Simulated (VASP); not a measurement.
Wanted: the native input for a VASP 6.6.1 run.

| Item | Value |
| --- | --- |
| Task | relaxation of cell and atoms |
| Functional | PBE |
| Dispersion | D3(BJ) |
| Potentials or basis | VASP PAW PBE potentials, release 64 (Al, N) |
| Cutoff | 600 eV |
| k mesh | 10 × 10 × 10 |
| Occupations | gaussian, width 0.02 eV |
| Spin | no spin polarisation |
| Dipole correction | no |
| Further INCAR settings | ALGO = Normal; EDIFF = 1e-06; IBRION = 2; EDIFFG = -0.005; NSW = 70; ISIF = 3 |

The structure of AlN lies in POSCAR:

```
AlN
1.0
    0.0000000000      2.2015871044      2.2015871044
    2.2015871044      0.0000000000      2.2015871044
    2.2015871044      2.2015871044      0.0000000000
Al N
1 1
Direct
    0.0000000000      0.0000000000      0.0000000000
    0.7500000000      0.7500000000      0.7500000000
```

One way to write it, as run:

INCAR

```
ALGO = Normal ; EDIFF = 1E-6
EDIFFG = -0.005 ; ENCUT = 600
GGA = PE ; IBRION = 2
ISIF = 3 ; ISMEAR = 0
IVDW = 12 ; LASPH = T
LCHARG = F ; LREAL = F
LWAVE = F ; NELM = 80
NSW = 70 ; PREC = Accurate
SIGMA = 0.02
```

KPOINTS

```
k-points
0
Gamma
  10 10 10
```

Potentials or basis: VASP PAW PBE potentials, release 64 (Al, N).

Launch:

```sh
$ cat potpaw_PBE.64/Al/POTCAR potpaw_PBE.64/N/POTCAR > POTCAR
$ mpirun -np 1 vasp_std > vasp.out
```

Results of the run:

```
Relaxed volume                         : 10.43 Å³/atom
Relaxed cell                           : a = 3.090 Å, b = 3.090 Å, c = 3.090 Å, α = 60.00°, β = 60.00°, γ = 60.00°
Space group after relaxing (to 0.05 Å) : F-43m (No. 216)
Energy gained by relaxing              : 3.5 meV/atom
Ionic steps                            : 3
Pressure after relaxing                : 0.0 GPa
Band gap on the k mesh                 : 3.32 eV, indirect (least direct gap 4.19 eV)
Dispersion energy per atom             : -0.269 eV
```

Wall time 17 s on 1 thread of AMD EPYC 7R13 Processor (Zen 3), with other jobs on the host, peak memory 0.14 GiB.
